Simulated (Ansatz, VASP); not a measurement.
## One calculation of C, two programs

INCAR

```
PREC = Accurate ; ENCUT = 600
EDIFF = 1E-6 ; ISMEAR = 0
SIGMA = 0.1 ; LREAL = F
LASPH = T ; NELM = 100
ALGO = Normal ; ISIF = 3
LWAVE = F ; LCHARG = F
GGA = PE ; IVDW = 12
IBRION = 2 ; NSW = 100
EDIFFG = -0.005
```

Contents of KPOINTS:

```
Automatic mesh
0
Gamma
  21 21 6
```

Contents of POSCAR:

```
C
1.0
    1.2280479700     -2.1270618200      0.0000000000
    1.2280479700      2.1270618200      0.0000000000
    0.0000000000      0.0000000000      7.1732677600
C
4
Direct
    0.0833794600      0.9166205400      0.7531376000
    0.5833794600      0.4166205400      0.2468624000
    0.9166205400      0.0833794600      0.2468624000
    0.4166205400      0.5833794600      0.7531376000
```

Input for Ansatz:

```yaml
crystal:
  lattice:
    - [1.22804797, -2.12706182, 0.0]
    - [1.22804797, 2.12706182, 0.0]
    - [0.0, 0.0, 7.17326776]
  atoms:
    - { symbol: C, position: [0.08337946, 0.91662054, 0.7531376] }
    - { symbol: C, position: [0.58337946, 0.41662054, 0.2468624] }
    - { symbol: C, position: [0.91662054, 0.08337946, 0.2468624] }
    - { symbol: C, position: [0.41662054, 0.58337946, 0.7531376] }
basis:
  ecutwfc: 420
kpoints:
  mp_grid: { grid: [21, 21, 6] }
hamiltonian:
  xc: pbe
  dispersion: d3bj
scf:
  occupations: { method: gaussian, width: 0.1 }
output:
  forces: true
  stress: true
  eigenvalues: true
  write_density: true
  write_potential: true
  elf: true
  volumetric_format: npy
relax:
  adjacent_minimum: "off"
  f_tol: 0.005
  max_steps: 80
  cell: { stress_tol: 0.05 }
```

Alike in both runs: task relaxation of cell and atoms; functional PBE; dispersion D3(BJ); k mesh 21 × 21 × 6; occupations gaussian, width 0.1 eV; no spin polarisation.

```csv
,VASP,Ansatz
version,VASP 6.6.1,Ansatz 0.2.0
potentials or method,"VASP PAW PBE potentials, release 64 (C), cutoff 600 eV","scalar-relativistic, plane waves, PAW"
valence electrons in the cell,16,16
```

|  | VASP | Ansatz | Ansatz less VASP |
| --- | --- | --- | --- |
| gap on the k mesh at the Fermi level, each at its own relaxed structure (eV) | none | none | - |
| relaxed volume (Å³/atom) | 8.86 | 8.95 | +0.087 |
| relaxed length of the cell vector where the two differ most in proportion (Å) | 6.736 | 6.803 | +0.0672 |

A gap of «none» marks a metal or a gap that the smearing closes.
